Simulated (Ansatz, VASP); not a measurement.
One calculation of GaAs, two programs

```
Ga As
1.0
     0.00000    2.78538    2.91166
     2.78538    0.00000    2.91166
     2.78538    2.78538    0.00000
Ga As
1 1
Direct
  0.00000 0.00000 0.00000
  0.75000 0.75000 0.75000
```

Change from the starting cell: z stretched by +3 % at fixed volume, crystal datasets.

Alike in both runs: task electric field gradients; functional PBE; k mesh 11 × 11 × 11; occupations fermi-dirac, width 0.05 eV; no spin polarisation.

```csv
,VASP,Ansatz
version,VASP 6.6.1,Ansatz 0.2.0
potentials or method,"VASP PAW PBE potentials, release 64 (Ga_d, As), cutoff 520 eV","all-electron PAW with datasets made for the crystal, scalar-relativistic"
```

Ansatz gave:

* pressure (GPa): 3.3
* traceless stress, the component that is largest in VASP (GPa): -1.89
* size of Vzz on the site where it differs most (V/Å²): 8.0

Q: What did VASP give for the same quantities?

A: Pressure (GPa): 3.5; traceless stress, the component that is largest in VASP (GPa): -1.88; size of Vzz on the site where it differs most (V/Å²): 6.8.

Ansatz ran all-electron here, and VASP with PAW potentials.
